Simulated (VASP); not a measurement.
# Li (P6_3/mmc) in VASP: further runs

Runs on Li. Level: PBEsol. Tasks: single point.

Program: VASP 6.6.1. These are calculated values, not measurements. Logs are shortened: lines on timing, memory, paths and dates and some standing lists are left out, and cuts for length are marked.

## (1) The cell of the first run

It takes space group P6_3/mmc (No. 194, hexagonal). Conventional cell: a = 2.924 Å, b = 2.924 Å, c = 5.093 Å, α = 90.00°, β = 90.00°, γ = 120.00°. Within 3.9 Å of Li (site symmetry -6m2) lie 12 Li at 2.92 to 3.06 Å.

This isn't the form of Li at room conditions, which is bcc.

## (2) Single point, PBEsol (strain -0.0600 x Voigt [1, 1, 0, 0, 0, 0])

INCAR reads:

```
ALGO = Normal ; EDIFF = 1E-6
ENCUT = 520 ; GGA = PS
ISIF = 2 ; ISMEAR = 0
LASPH = T ; LCHARG = T
LELF = T ; LREAL = F
LVHAR = T ; LWAVE = F
NBANDS = 10 ; NELM = 100
PREC = Accurate ; SIGMA = 0.15
```

KPOINTS reads:

```
k-points
0
Gamma
  18 18 10
```

POSCAR reads:

```
Li
1.0
    2.9243420225      0.0000000000      0.0000000000
   -1.4621710112      2.5325544808      0.0000000000
    0.0000000000      0.0000000000      5.0930000000
Li
2
Direct
    0.3333333333      0.6666666667      0.2500000000
    0.6666666667      0.3333333333      0.7500000000
```

Potentials or basis: VASP PAW PBE potentials, release 64 (Li_sv).

Launch:

```sh
> cat potpaw_PBE.64/Li_sv/POTCAR > POTCAR
> mpirun -np 1 vasp_std > vasp.out
```

OUTCAR:

```text
EDIFF = 1E-6
   ENCUT = 520
   GGA = PS
   ISIF = 2
   ISMEAR = 0
   LASPH = T
   LREAL = F
   NELM = 100
   PREC = Accurate

 ion  position               nearest neighbor table
   1  0.333  0.667  0.250-
   2  0.667  0.333  0.750-

  LATTYP: Found a hexagonal cell.
 ALAT       =     2.9243420225
 C/A-ratio  =     1.7415883508

  Lattice vectors:

 A1 = (   2.9243420225,   0.0000000000,   0.0000000000)
 A2 = (  -1.4621710112,   2.5325544808,   0.0000000000)
 A3 = (   0.0000000000,   0.0000000000,   5.0930000000)

Analysis of symmetry for initial positions (statically):
=====================================================================
 Subroutine PRICEL returns:
 Original cell was already a primitive cell.

 Routine SETGRP: Setting up the symmetry group for a
 hexagonal supercell.

 Subroutine GETGRP returns: Found 24 space group operations
 (whereof 12 operations were pure point group operations)
 out of a pool of 24 trial point group operations.

The static configuration has the point symmetry D_3d.
 The point group associated with its full space group is D_6h.

Analysis of symmetry for dynamics (positions and initial velocities):
=====================================================================
 Subroutine PRICEL returns:
 Original cell was already a primitive cell.

 Routine SETGRP: Setting up the symmetry group for a
 hexagonal supercell.

 Subroutine GETGRP returns: Found 24 space group operations
 (whereof 12 operations were pure point group operations)
 out of a pool of 24 trial point group operations.

The dynamic configuration has the point symmetry D_3d.
 The point group associated with its full space group is D_6h.

 Subroutine INISYM returns: Found 24 space group operations
 (whereof 12 operations are pure point group operations),
 and found     1 'primitive' translations

----------------------------------------------------------------------------------------

                                     Primitive cell

  volume of cell :      37.7190

  direct lattice vectors                    reciprocal lattice vectors
     2.924342022  0.000000000  0.000000000     0.341957265  0.197429119  0.000000000
    -1.462171011  2.532554481  0.000000000     0.000000000  0.394858238  0.000000000
     0.000000000  0.000000000  5.093000000     0.000000000  0.000000000  0.196347929

  length of vectors
     2.924342022  2.924342022  5.093000000     0.394858238  0.394858238  0.196347929

  position of ions in fractional coordinates (direct lattice)
     0.333333333  0.666666667  0.250000000
     0.666666667  0.333333333  0.750000000

  ion indices of the primitive-cell ions
   primitive index   ion index
                 1           1
                 2           2

----------------------------------------------------------------------------------------

 KPOINTS: k-points

Automatic generation of k-mesh.
 Grid dimensions read from file:
 generate k-points for:   18   18   10

 Generating k-lattice:

  Cartesian coordinates                     Fractional coordinates (reciprocal lattice)
     0.018997626  0.010968284  0.000000000     0.055555556  0.000000000  0.000000000
     0.000000000  0.021936569  0.000000000     0.000000000  0.055555556  0.000000000
     0.000000000  0.000000000  0.019634793     0.000000000  0.000000000  0.100000000

  Length of vectors
     0.021936569  0.021936569  0.019634793

  Shift w.r.t. Gamma in fractional coordinates (k-lattice)
     0.000000000  0.000000000  0.000000000

 Subroutine IBZKPT returns following result:
 ===========================================

 Found    222 irreducible k-points:

 Following reciprocal coordinates:
            Coordinates               Weight
  0.000000  0.000000  0.000000      1.000000
  0.055556 -0.000000  0.000000      6.000000
  0.111111 -0.000000  0.000000      6.000000
  0.166667  0.000000  0.000000      6.000000
  0.222222 -0.000000  0.000000      6.000000
  0.277778  0.000000  0.000000      6.000000
[... 16 lines left out ...]
  0.333333  0.111111  0.000000     12.000000
  0.388889  0.111111  0.000000     12.000000
 [... further k-points ...]
   k-points           NKPTS =    222   k-points in BZ     NKDIM =    222   number of bands    NBANDS=     10
   number of dos      NEDOS =    301   number of ions     NIONS =      2
   total plane-waves  NPLWV =  23040
   dimension x,y,z NGX =    24 NGY =   24 NGZ =   40
   dimension x,y,z NGXF=    48 NGYF=   48 NGZF=   80
   ions per type =               2
   NGX,Y,Z   is equivalent  to a cutoff of  13.64, 13.64, 13.06 a.u.
   NGXF,Y,Z  is equivalent  to a cutoff of  27.29, 27.29, 26.11 a.u.
 SYSTEM =  unknown system
   PREC   = accura    normal or accurate (medium, high low for compatibility)
   ISTART =      0    job   : 0-new  1-cont  2-samecut
   ICHARG =      2    charge: 1-file 2-atom 10-const
   ISPIN  =      1    spin polarized calculation?
   LNONCOLLINEAR =      F non collinear calculations
   LSORBIT =      F    spin-orbit coupling
   LASPH  =      T    aspherical Exc in radial PAW
   ENCUT  =  520.0 eV  38.22 Ry    6.18 a.u.   5.44  5.44  9.47*2*pi/ulx,y,z
   NELM   =    100;   NELMIN=  2; NELMDL= -5     # of ELM steps
   EDIFF  = 0.1E-05   stopping-criterion for ELM
   LREAL  =      F    real-space projection
   EDIFFG = 0.1E-04   stopping-criterion for IOM
   NSW    =      0    number of steps for IOM
   IBRION =     -1    ionic relax: 0-MD 1-quasi-New 2-CG
   NFREE  =      0    steps in history (QN), initial steepest desc. (CG)
   ISIF   =      2    stress and relaxation
   ISYM   =      2    0-nonsym 1-usesym 2-fastsym
   POTIM  = 0.5000    time-step for ionic-motion
   TEBEG  =    0.0;   TEEND  =   0.0 temperature during run
   PSTRESS=    0.0 pullay stress
   NELECT =       6.0000    total number of electrons
   NUPDOWN=      -1.0000    fix difference up-down
   EMIN   =  10.00;   EMAX   =-10.00  energy-range for DOS
   EFERMI =   0.00;   METHOD = LEGACY
   ISMEAR =     0;   SIGMA  =   0.15  broadening in eV -4-tet -1-fermi 0-gaus
   EFERMI_NEDOS =   21; number of points for ismear=-14 and -15
   IALGO  =     38    algorithm
   IMIX   =      4    mixing-type and parameters
     AMIX     =   0.40;   BMIX     =  1.00
     AMIX_MAG =   1.60;   BMIX_MAG =  1.00
  volume/ion in A,a.u.               =      18.86       127.27
  Fermi-wavevector in a.u.,A,eV,Ry     =   0.887030  1.676244 10.705369  0.786822
  Thomas-Fermi vector in A             =   2.008275
   LORBIT       =      0    0 simple, 1 ext, 2 COOP (PROOUT), +10 PAW based schemes
   GGA     = PS    functional components
   LHFCALC =     F    Hartree Fock is set to
   AEXX    =    0.0000 exact exchange contribution
   IVDW    =     0    specifies the selected vdW correction
   LEPSILON=     F    determine dielectric tensor
   LRPA    =     F    only Hartree local field effects (RPA)
 non-spin polarized calculation
 Gauss-broadening in eV      SIGMA  =   0.15
  energy-cutoff  :      520.00
  volume of cell :       37.72
 maximum number of plane-waves:      1041
 NGX is ok and might be reduce to    24
   NGX = 11   NGY = 11   NGZ = 19

 number of electron       6.0000014 magnetization

 Free energy of the ion-electron system (eV)
  ---------------------------------------------------
  ext. energy  EPLUGINS =         0.00000000
  ---------------------------------------------------
  free energy    TOTEN  =        -3.92301382 eV

  energy without entropy =       -3.91214862  energy(sigma->0) =       -3.91758122

 E-fermi :   0.8217     XC(G=0):  -7.1961

 val. band max:        0.8216144218   @ k =   0.1667   0.0000   0.1000
 cond. band min:       0.8361378466   @ k =   0.3333   0.1667   0.3000
 fundamental gap:      0.0145234249
 Fermi energy:         0.8217134711

 k-point     1 :       0.0000    0.0000    0.0000
  band No.  band energies     occupation
      1     -44.9700      2.00000
      2     -44.9499      2.00000
      3      -2.8115      2.00000
      4       0.4384      1.99970
      5       3.4991      0.00000
      6      14.7484      0.00000
      7      14.7484      0.00000
      8      14.7787      0.00000
      9      16.0692      0.00000
     10      16.0692      0.00000

 k-point     2 :       0.0556   -0.0000    0.0000
  band No.  band energies     occupation
      1     -44.9691      2.00000
      2     -44.9494      2.00000
      3      -2.7591      2.00000
      4       0.5096      1.99675
      5       3.5199      0.00000
      6      14.1060      0.00000
      7      14.2921      0.00000
      8      14.7938      0.00000
      9      15.9685      0.00000
     10      16.3075      0.00000

 k-point     3 :       0.1111   -0.0000    0.0000
  band No.  band energies     occupation
      1     -44.9669      2.00000
      2     -44.9479      2.00000
      3      -2.6020      2.00000
      4       0.7232      1.64725
      5       3.5797      0.00000
      6      12.7047      0.00000
      7      13.4943      0.00000
      8      14.7984      0.00000
      9      15.7633      0.00000
     10      16.3799      0.00000

 k-point     4 :       0.1667    0.0000    0.0000
  band No.  band energies     occupation
      1     -44.9633      2.00000
      2     -44.9458      2.00000
      3      -2.3398      2.00000
      4       1.0787      0.01538
      5       3.6710      0.00000
      6      11.1299      0.00000
      7      12.7027      0.00000
      8      14.5937      0.00000
      9      15.1270      0.00000
     10      16.1891      0.00000

 k-point     5 :       0.2222   -0.0000    0.0000
  band No.  band energies     occupation
      1     -44.9589      2.00000
      2     -44.9433      2.00000
      3      -1.9726      2.00000
      4       1.5758      0.00000
      5       3.7721      0.00000
      6       9.6202      0.00000
      7      11.9965      0.00000
      8      13.7184      0.00000
      9      13.8178      0.00000
     10      15.5907      0.00000

 k-point     6 :       0.2778    0.0000    0.0000
  band No.  band energies     occupation
      1     -44.9541      2.00000
      2     -44.9406      2.00000
      3      -1.5015      2.00000
      4       2.2131      0.00000
      5       3.8243      0.00000
      6       8.3177      0.00000
      7      11.4033      0.00000
      8      12.2361      0.00000
      9      12.4579      0.00000
     10      15.1194      0.00000
[... 183 lines left out ...]
 k-point    21 :       0.2222    0.1111    0.0000
  band No.  band energies     occupation
      1     -44.9527      2.00000
      2     -44.9398      2.00000
      3      -1.3405      2.00000
      4       2.4253      0.00000
      5       3.9240      0.00000
      6       8.0959      0.00000
      7       9.9456      0.00000
      8      12.3389      0.00000
      9      13.0987      0.00000
     10      14.2722      0.00000

 k-point    22 :       0.2778    0.1111    0.0000
  band No.  band energies     occupation
      1     -44.9483      2.00000
      2     -44.9377      2.00000
      3      -0.7657      2.00000
      4       3.1997      0.00000
      5       3.8507      0.00000
      6       7.1145      0.00000
      7       9.2371      0.00000
      8      10.7880      0.00000
      9      12.2400      0.00000
     10      13.9542      0.00000

 k-point    23 :       0.3333    0.1111    0.0000
  band No.  band energies     occupation
      1     -44.9445      2.00000
      2     -44.9362      2.00000
      3      -0.1007      2.00000
      4       3.4313      0.00000
      5       4.1050      0.00000
      6       6.6894      0.00000
      7       8.5357      0.00000
      8       9.2636      0.00000
      9      11.6189      0.00000
     10      13.7229      0.00000

 k-point    24 :       0.3889    0.1111    0.0000
  band No.  band energies     occupation
      1     -44.9418      2.00000
      2     -44.9354      2.00000
      3       0.6101      1.95398
      4       2.7304      0.00000
      5       5.1140      0.00000
      6       6.8003      0.00000
      7       7.8654      0.00000
      8       7.8679      0.00000
      9      11.2529      0.00000
     10      13.5821      0.00000

 [... further k-points ...]

------------------------ aborting loop because EDIFF is reached ----------------------------------------

  FORCE on cell =-STRESS in cart. coord.  units (eV):
  Direction    XX          YY          ZZ          XY          YZ          ZX
  --------------------------------------------------------------------------------------
  -------------------------------------------------------------------------------------
  Total        0.3732147      0.3732147     -0.0677104      0.0000000      0.0000000     -0.0000000
  in kB       15.8529001     15.8529001     -2.8761075      0.0000000      0.0000000     -0.0000000
  external PRESSURE =       9.6098976 kB  Pullay stress =       0.0000000 kB

 VOLUME and BASIS-vectors are now :
 -----------------------------------------------------------------------------
  energy-cutoff  :      520.00
  volume of cell :       37.72
      direct lattice vectors                 reciprocal lattice vectors
     2.924342022  0.000000000  0.000000000     0.341957265  0.197429119  0.000000000
    -1.462171011  2.532554481  0.000000000     0.000000000  0.394858238  0.000000000
     0.000000000  0.000000000  5.093000000     0.000000000  0.000000000  0.196347929

 POSITION                                       TOTAL-FORCE (eV/Angst)
 -----------------------------------------------------------------------------------
     -0.00000      1.68837      1.27325         0.000000     -0.000000      0.000000
      1.46217      0.84418      3.81975        -0.000000      0.000000      0.000000
 -----------------------------------------------------------------------------------
    total drift:                               -0.000000      0.000000      0.000000

  FREE ENERGIE OF THE ION-ELECTRON SYSTEM (eV)
  ---------------------------------------------------
  free  energy   TOTEN  =        -3.9230138221 eV

  energy  without entropy=       -3.9121486165  energy(sigma->0) =       -3.91758122
```

Wall time 56 s (1 thread of Intel Xeon 6975P-C (Granite Rapids), shared host); peak memory 0.19 GiB.

Results:

```yaml
Free_energy: -3.9230 eV
Band_gap_on_the_k_mesh: zero (bands 3 and 4 overlap by 5.05 eV)
```

Caveat: the cell differs from its parent crystal (strain -0.0600 x Voigt [1, 1, 0, 0, 0, 0]); the cutoff is under 1.25 times the usual one of these potentials, so pressure, stress and relaxed cells hold a basis-set (Pulay) error; the PAW data sets were made with another functional, which shifts forces and pressure a little.

## (3) Single point, PBEsol (strain -0.0450 x Voigt [1, 1, 0, 0, 0, 0])

INCAR reads:

```
PREC = Accurate ; ENCUT = 520
EDIFF = 1E-6 ; ISMEAR = 0
SIGMA = 0.15 ; LREAL = F
LASPH = T ; NELM = 80
ALGO = Normal ; ISIF = 2
LWAVE = F ; LCHARG = F
GGA = PS ; NBANDS = 10
```

KPOINTS reads:

```
Automatic mesh
0
Gamma
  18 18 10
```

POSCAR reads:

```
Li
1.0
    2.9710070548      0.0000000000      0.0000000000
   -1.4855035274      2.5729675843      0.0000000000
    0.0000000000      0.0000000000      5.0930000000
Li
2
Direct
    0.3333333333      0.6666666667      0.2500000000
    0.6666666667      0.3333333333      0.7500000000
```

Potentials or basis: VASP PAW PBE potentials, release 64 (Li_sv).

Launch:

```sh
> cat potpaw_PBE.64/Li_sv/POTCAR > POTCAR
> mpirun -np 1 vasp_std > vasp.out
```

OUTCAR:

```text
PREC = Accurate
   ENCUT = 520
   EDIFF = 1E-6
   ISMEAR = 0
   LREAL = F
   LASPH = T
   NELM = 80
   ISIF = 2
   GGA = PS

 ion  position               nearest neighbor table
   1  0.333  0.667  0.250-
   2  0.667  0.333  0.750-

  LATTYP: Found a hexagonal cell.
 ALAT       =     2.9710070548
 C/A-ratio  =     1.7142335599

  Lattice vectors:

 A1 = (   2.9710070548,   0.0000000000,   0.0000000000)
 A2 = (  -1.4855035274,   2.5729675843,   0.0000000000)
 A3 = (   0.0000000000,   0.0000000000,   5.0930000000)

Analysis of symmetry for initial positions (statically):
=====================================================================
 Subroutine PRICEL returns:
 Original cell was already a primitive cell.

 Routine SETGRP: Setting up the symmetry group for a
 hexagonal supercell.

 Subroutine GETGRP returns: Found 24 space group operations
 (whereof 12 operations were pure point group operations)
 out of a pool of 24 trial point group operations.

The static configuration has the point symmetry D_3d.
 The point group associated with its full space group is D_6h.
[... 169 lines left out ...]

 k-point     1 :       0.0000    0.0000    0.0000
  band No.  band energies     occupation
      1     -45.1093      2.00000
      2     -45.0905      2.00000
      3      -2.8650      2.00000
      4       0.4476      1.99232
      5       3.4262      0.00000
      6      14.1603      0.00000
      7      14.1603      0.00000
      8      14.7154      0.00000
      9      15.4897      0.00000
     10      15.4897      0.00000
[... 287 lines left out ...]
 k-point    24 :       0.3889    0.1111    0.0000
  band No.  band energies     occupation
      1     -45.0852      2.00000
      2     -45.0791      2.00000
      3       0.4889      1.97718
      4       2.5689      0.00000
      5       4.9683      0.00000
      6       6.5936      0.00000
      7       7.6032      0.00000
      8       7.6497      0.00000
      9      10.8646      0.00000
     10      13.2112      0.00000

 [... further k-points ...]

------------------------ aborting loop because EDIFF is reached ----------------------------------------

  FORCE on cell =-STRESS in cart. coord.  units (eV):
  Direction    XX          YY          ZZ          XY          YZ          ZX
  --------------------------------------------------------------------------------------
  -------------------------------------------------------------------------------------
  Total        0.2105152      0.2105152     -0.0929132      0.0000000     -0.0000000      0.0000000
  in kB        8.6632795      8.6632795     -3.8236324      0.0000000     -0.0000000      0.0000000
  external PRESSURE =       4.5009755 kB  Pullay stress =       0.0000000 kB

 VOLUME and BASIS-vectors are now :
 -----------------------------------------------------------------------------
  energy-cutoff  :      520.00
  volume of cell :       38.93
      direct lattice vectors                 reciprocal lattice vectors
     2.971007055  0.000000000  0.000000000     0.336586208  0.194328138  0.000000000
    -1.485503527  2.572967584  0.000000000     0.000000000  0.388656276  0.000000000
     0.000000000  0.000000000  5.093000000     0.000000000  0.000000000  0.196347929

 POSITION                                       TOTAL-FORCE (eV/Angst)
 -----------------------------------------------------------------------------------
     -0.00000      1.71531      1.27325        -0.000000      0.000000      0.000000
      1.48550      0.85766      3.81975         0.000000     -0.000000      0.000000
 -----------------------------------------------------------------------------------
    total drift:                                0.000000     -0.000000      0.000000

  FREE ENERGIE OF THE ION-ELECTRON SYSTEM (eV)
  ---------------------------------------------------
  free  energy   TOTEN  =        -3.9334172146 eV

  energy  without entropy=       -3.9225232178  energy(sigma->0) =       -3.92797022
```

Run time: 53 s. Hardware: 1 thread of Intel Xeon 6975P-C (Granite Rapids), shared host; peak memory 0.19 GiB.

What came out:

```yaml
Free_energy: -3.9334 eV
Band_gap_on_the_k_mesh: zero (bands 3 and 4 overlap by 4.91 eV)
```

Levels at points of the mesh, in eV from the Fermi level:
```csv
k point,band 1,band 2,band 3,band 4,band 5,band 6,band 7,band 8
"(0.00, 0.00, 0.00)",-45.84,-45.82,-3.60,-0.28,2.70,13.43,13.43,13.99
"(0.50, 0.00, 0.00)",-45.82,-45.81,0.01,1.20,4.76,5.87,6.22,8.03
"(0.00, 0.00, 0.50)",-45.83,-45.83,-2.54,-2.54,7.47,7.47,14.27,14.27
"(0.50, 0.00, 0.50)",-45.81,-45.81,0.74,0.74,3.74,3.74,10.46,10.46
```

Caveat: the cell differs from its parent crystal (strain -0.0450 x Voigt [1, 1, 0, 0, 0, 0]); the cutoff is under 1.25 times the usual one of these potentials, so pressure, stress and relaxed cells hold a basis-set (Pulay) error; the PAW data sets were made with another functional, which shifts forces and pressure a little.

The gap in the log of VASP goes by the Fermi energy; the results here count the filled bands.